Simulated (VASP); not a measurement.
# Pb (Fm-3m) in VASP: notebook

Pb is run at these levels: LDA; tasks: single point.

Program: VASP 6.6.1. These are calculated values, not measurements. Logs are shortened: lines on timing, memory, paths and dates and some standing lists are left out, and cuts for length are marked.

## Step 1: The cell of the first run

The structure is cubic, space group Fm-3m (No. 225). Conventional cell: a = 4.849 Å, b = 4.849 Å, c = 4.849 Å, α = 90.00°, β = 90.00°, γ = 90.00°. Within 4.5 Å of Pb (site symmetry m-3m) lie 12 Pb at 3.43 Å.

## Step 2: Single point, LDA (volume scaled by 0.94)

The input, INCAR:

```
SYSTEM = Pb
ALGO     = Fast           ! electronic algorithm
EDIFF    = 1E-6           ! SCF threshold, eV
ENCUT    = 520            ! plane-wave cutoff, eV
ISIF     = 2              ! what is computed and relaxed
ISMEAR   = 0              ! smearing method
LASPH    = .True.         ! aspherical terms in the spheres
LCHARG   = .False.        ! write CHGCAR
LREAL    = .False.        ! projectors in reciprocal space
LWAVE    = .False.        ! write WAVECAR
NBANDS   = 13             ! bands
NELM     = 100            ! most SCF steps
PREC     = Accurate       ! precision mode
SIGMA    = 0.15           ! smearing width, eV
```

The input, KPOINTS:

```
k-points
0
Gamma
  9 9 9
  0 0 0
```

The input, POSCAR:

```
Pb
1.0
    0.0000000000      2.4244952108      2.4244952108
    2.4244952108      0.0000000000      2.4244952108
    2.4244952108      2.4244952108      0.0000000000
Pb
1
Direct
    0.0000000000      0.0000000000      0.0000000000
```

Potentials or basis: VASP PAW LDA potentials, release 64 (Pb_d).

The run is started by

```console
> cat potpaw_LDA.64/Pb_d/POTCAR > POTCAR
> mpirun -np 1 vasp_std > vasp.out
```

OUTCAR:

```text
SYSTEM = Pb
   EDIFF = 1E-6
   ENCUT = 520
   ISIF = 2
   ISMEAR = 0
   LASPH = .True.
   LREAL = .False.
   NELM = 100
   PREC = Accurate

 ion  position               nearest neighbor table
   1  0.000  0.000  0.000-

  LATTYP: Found a face centered cubic cell.
 ALAT       =     4.8489904216

  Lattice vectors:

 A1 = (   0.0000000000,   2.4244952108,   2.4244952108)
 A2 = (   2.4244952108,   0.0000000000,   2.4244952108)
 A3 = (   2.4244952108,   2.4244952108,   0.0000000000)

Analysis of symmetry for initial positions (statically):
[... 5 lines left out ...]
 face centered cubic supercell.

 Subroutine GETGRP returns: Found 48 space group operations
 (whereof 48 operations were pure point group operations)
 out of a pool of 48 trial point group operations.

The static configuration has the point symmetry O_h .

Analysis of symmetry for dynamics (positions and initial velocities):
[... 5 lines left out ...]
 face centered cubic supercell.

 Subroutine GETGRP returns: Found 48 space group operations
 (whereof 48 operations were pure point group operations)
 out of a pool of 48 trial point group operations.

The dynamic configuration has the point symmetry O_h .

 Subroutine INISYM returns: Found 48 space group operations
 (whereof 48 operations are pure point group operations),
 and found     1 'primitive' translations

----------------------------------------------------------------------------------------

                                     Primitive cell

  volume of cell :      28.5032

  direct lattice vectors                    reciprocal lattice vectors
     0.000000000  2.424495211  2.424495211    -0.206228496  0.206228496  0.206228496
     2.424495211  0.000000000  2.424495211     0.206228496 -0.206228496  0.206228496
     2.424495211  2.424495211  0.000000000     0.206228496  0.206228496 -0.206228496

  length of vectors
     3.428754009  3.428754009  3.428754009     0.357198232  0.357198232  0.357198232

  position of ions in fractional coordinates (direct lattice)
     0.000000000  0.000000000  0.000000000

  ion indices of the primitive-cell ions
   primitive index   ion index
                 1           1

----------------------------------------------------------------------------------------

 KPOINTS: k-points

Automatic generation of k-mesh.
 Grid dimensions read from file:
 generate k-points for:    9    9    9

 Generating k-lattice:

  Cartesian coordinates                     Fractional coordinates (reciprocal lattice)
    -0.022914277  0.022914277  0.022914277     0.111111111  0.000000000  0.000000000
     0.022914277 -0.022914277  0.022914277     0.000000000  0.111111111  0.000000000
     0.022914277  0.022914277 -0.022914277     0.000000000  0.000000000  0.111111111

  Length of vectors
     0.039688692  0.039688692  0.039688692

  Shift w.r.t. Gamma in fractional coordinates (k-lattice)
     0.000000000  0.000000000  0.000000000

 Subroutine IBZKPT returns following result:
 ===========================================

 Found     35 irreducible k-points:

 Following reciprocal coordinates:
            Coordinates               Weight
  0.000000  0.000000  0.000000      1.000000
  0.111111  0.000000  0.000000      8.000000
  0.222222  0.000000  0.000000      8.000000
  0.333333  0.000000  0.000000      8.000000
  0.444444  0.000000  0.000000      8.000000
  0.111111  0.111111  0.000000      6.000000
[... 16 lines left out ...]
 -0.333333  0.333333  0.000000     12.000000
  0.444444  0.444444  0.000000      6.000000
 [... further k-points ...]
   k-points           NKPTS =     35   k-points in BZ     NKDIM =     35   number of bands    NBANDS=     13
   number of dos      NEDOS =    301   number of ions     NIONS =      1
   total plane-waves  NPLWV =  21952
   dimension x,y,z NGX =    28 NGY =   28 NGZ =   28
   dimension x,y,z NGXF=    56 NGYF=   56 NGZF=   56
   ions per type =               1
   NGX,Y,Z   is equivalent  to a cutoff of  13.58, 13.58, 13.58 a.u.
   NGXF,Y,Z  is equivalent  to a cutoff of  27.15, 27.15, 27.15 a.u.
 SYSTEM =  Pb
   PREC   = accura    normal or accurate (medium, high low for compatibility)
   ISTART =      0    job   : 0-new  1-cont  2-samecut
   ICHARG =      2    charge: 1-file 2-atom 10-const
   ISPIN  =      1    spin polarized calculation?
   LNONCOLLINEAR =      F non collinear calculations
   LSORBIT =      F    spin-orbit coupling
   LASPH  =      T    aspherical Exc in radial PAW
   ENCUT  =  520.0 eV  38.22 Ry    6.18 a.u.   6.38  6.38  6.38*2*pi/ulx,y,z
   NELM   =    100;   NELMIN=  2; NELMDL= -5     # of ELM steps
   EDIFF  = 0.1E-05   stopping-criterion for ELM
   LREAL  =      F    real-space projection
   EDIFFG = 0.1E-04   stopping-criterion for IOM
   NSW    =      0    number of steps for IOM
   IBRION =     -1    ionic relax: 0-MD 1-quasi-New 2-CG
   NFREE  =      0    steps in history (QN), initial steepest desc. (CG)
   ISIF   =      2    stress and relaxation
   ISYM   =      2    0-nonsym 1-usesym 2-fastsym
   POTIM  = 0.5000    time-step for ionic-motion
   TEBEG  =    0.0;   TEEND  =   0.0 temperature during run
   PSTRESS=    0.0 pullay stress
   NELECT =      14.0000    total number of electrons
   NUPDOWN=      -1.0000    fix difference up-down
   EMIN   =  10.00;   EMAX   =-10.00  energy-range for DOS
   EFERMI =   0.00;   METHOD = LEGACY
   ISMEAR =     0;   SIGMA  =   0.15  broadening in eV -4-tet -1-fermi 0-gaus
   EFERMI_NEDOS =   21; number of points for ismear=-14 and -15
   IALGO  =     68    algorithm
   IMIX   =      4    mixing-type and parameters
     AMIX     =   0.40;   BMIX     =  1.00
     AMIX_MAG =   1.60;   BMIX_MAG =  1.00
  volume/ion in A,a.u.               =      28.50       192.35
  Fermi-wavevector in a.u.,A,eV,Ry     =   1.291674  2.440910 22.700248  1.668421
  Thomas-Fermi vector in A             =   2.423429
   LORBIT       =      0    0 simple, 1 ext, 2 COOP (PROOUT), +10 PAW based schemes
   GGA     = CA    functional components
   LHFCALC =     F    Hartree Fock is set to
   AEXX    =    0.0000 exact exchange contribution
   IVDW    =     0    specifies the selected vdW correction
   LEPSILON=     F    determine dielectric tensor
   LRPA    =     F    only Hartree local field effects (RPA)
 non-spin polarized calculation
 RMM-DIIS sequential band-by-band and
 Gauss-broadening in eV      SIGMA  =   0.15
  energy-cutoff  :      520.00
  volume of cell :       28.50
 maximum number of plane-waves:       779
 NGX is ok and might be reduce to    28
   NGX = 13   NGY = 13   NGZ = 13

 number of electron      14.0000001 magnetization

 Free energy of the ion-electron system (eV)
  ---------------------------------------------------
  ext. energy  EPLUGINS =         0.00000000
  ---------------------------------------------------
  free energy    TOTEN  =        -4.27130706 eV

  energy without entropy =       -4.26719617  energy(sigma->0) =       -4.26925162

 E-fermi :   7.5524     XC(G=0): -10.7546

 val. band max:        7.5428169184   @ k =  -0.2222   0.3333   0.1111
 cond. band min:       7.8318546559   @ k =   0.3333   0.3333   0.0000
 fundamental gap:      0.2890377376
 Fermi energy:         7.5524427650

 k-point     1 :       0.0000    0.0000    0.0000
  band No.  band energies     occupation
      1      -9.3365      2.00000
      2      -9.3365      2.00000
      3      -9.3365      2.00000
      4      -9.1641      2.00000
      5      -9.1641      2.00000
      6      -4.4762      2.00000
      7      15.5723      0.00000
      8      15.5723      0.00000
      9      15.5723      0.00000
     10      17.5815      0.00000
     11      19.9909      0.00000
     12      20.7111      0.00000
     13      20.7111      0.00000

 k-point     2 :       0.1111    0.0000    0.0000
  band No.  band energies     occupation
      1      -9.3382      2.00000
      2      -9.3167      2.00000
      3      -9.3167      2.00000
      4      -9.1645      2.00000
      5      -9.1645      2.00000
      6      -4.2228      2.00000
      7      13.1038      0.00000
      8      15.2756      0.00000
      9      15.2756      0.00000
     10      17.2915      0.00000
     11      20.7436      0.00000
     12      21.2404      0.00000
     13      21.2428      0.00000

 k-point     3 :       0.2222    0.0000    0.0000
  band No.  band energies     occupation
      1      -9.3475      2.00000
      2      -9.2929      2.00000
      3      -9.2929      2.00000
      4      -9.1379      2.00000
      5      -9.1379      2.00000
      6      -3.4598      2.00000
      7       9.4523      0.00000
      8      14.6369      0.00000
      9      14.6369      0.00000
     10      17.0543      0.00000
     11      19.9351      0.00000
     12      20.7607      0.00000
     13      20.7608      0.00000

 k-point     4 :       0.3333    0.0000    0.0000
  band No.  band energies     occupation
      1      -9.3657      2.00000
      2      -9.3045      2.00000
      3      -9.3045      2.00000
      4      -9.0669      2.00000
      5      -9.0669      2.00000
      6      -2.2210      2.00000
      7       6.1433      2.00000
      8      14.0146      0.00000
      9      14.0146      0.00000
     10      16.9732      0.00000
     11      18.6966      0.00000
     12      19.8607      0.00000
     13      19.8607      0.00000

 k-point     5 :       0.4444    0.0000    0.0000
  band No.  band energies     occupation
      1      -9.3813      2.00000
      2      -9.3209      2.00000
      3      -9.3209      2.00000
      4      -9.0106      2.00000
      5      -9.0106      2.00000
      6      -0.8024      2.00000
      7       3.6657      2.00000
      8      13.6417      0.00000
      9      13.6417      0.00000
     10      17.0372      0.00000
     11      17.9618      0.00000
     12      19.4107      0.00000
     13      19.4107      0.00000
[... 257 lines left out ...]
 k-point    22 :      -0.4444    0.3333    0.0000
  band No.  band energies     occupation
      1      -9.4523      2.00000
      2      -9.3295      2.00000
      3      -9.0933      2.00000
      4      -9.0718      2.00000
      5      -8.9956      2.00000
      6       0.7139      2.00000
      7       5.1221      2.00000
      8       7.2159      1.99849
      9      10.6978      0.00000
     10      14.4233      0.00000
     11      18.7704      0.00000
     12      24.2551      0.00000
     13      24.5715      0.00000

 k-point    23 :      -0.3333    0.3333    0.0000
  band No.  band energies     occupation
      1      -9.4077      2.00000
      2      -9.2167      2.00000
      3      -9.1593      2.00000
      4      -9.1274      2.00000
      5      -9.0495      2.00000
      6       0.5502      2.00000
      7       5.7999      2.00000
      8       6.0478      2.00000
      9      11.5387      0.00000
     10      14.9078      0.00000
     11      21.9518      0.00000
     12      23.4822      0.00000
     13      23.5965      0.00000

 k-point    24 :       0.4444    0.4444    0.0000
  band No.  band energies     occupation
      1      -9.5326      2.00000
      2      -9.4253      2.00000
      3      -9.0192      2.00000
      4      -8.9739      2.00000
      5      -8.9739      2.00000
      6       0.5416      2.00000
      7       4.8599      2.00000
      8       9.9140      0.00000
      9       9.9140      0.00000
     10      13.4803      0.00000
     11      14.6998      0.00000
     12      26.2933      0.00000
     13      28.3842      0.00000

 [... further k-points ...]
[... 5 lines left out ...]
  --------------------------------------------------------------------------------------
  -------------------------------------------------------------------------------------
  Total        0.1929553      0.1929553      0.1929553     -0.0000000      0.0000000     -0.0000000
  in kB       10.8460904     10.8460904     10.8460904     -0.0000000      0.0000000     -0.0000000
  external PRESSURE =      10.8460904 kB  Pullay stress =       0.0000000 kB

 VOLUME and BASIS-vectors are now :
 -----------------------------------------------------------------------------
  energy-cutoff  :      520.00
  volume of cell :       28.50
      direct lattice vectors                 reciprocal lattice vectors
     0.000000000  2.424495211  2.424495211    -0.206228496  0.206228496  0.206228496
     2.424495211  0.000000000  2.424495211     0.206228496 -0.206228496  0.206228496
     2.424495211  2.424495211  0.000000000     0.206228496  0.206228496 -0.206228496

 POSITION                                       TOTAL-FORCE (eV/Angst)
 -----------------------------------------------------------------------------------
      0.00000      0.00000      0.00000         0.000000      0.000000      0.000000
 -----------------------------------------------------------------------------------
    total drift:                               -0.000000     -0.000000     -0.000000

  FREE ENERGIE OF THE ION-ELECTRON SYSTEM (eV)
  ---------------------------------------------------
  free  energy   TOTEN  =        -4.2713070600 eV

  energy  without entropy=       -4.2671961701  energy(sigma->0) =       -4.26925162
```

It took 16 s on 1 thread of Intel Xeon 8259CL, shared host; peak memory 0.14 GiB.

What came out:

```
Free energy            : -4.2713 eV
Pressure               : 1.1 GPa
Band gap on the k mesh : zero (band 7 reaches 15.57 eV, above the bottom of band 8 at 6.05 eV)
```

Caveat: spin-orbit coupling is left out, which moves the levels of the heavy elements.

[end of part 1 of 3]
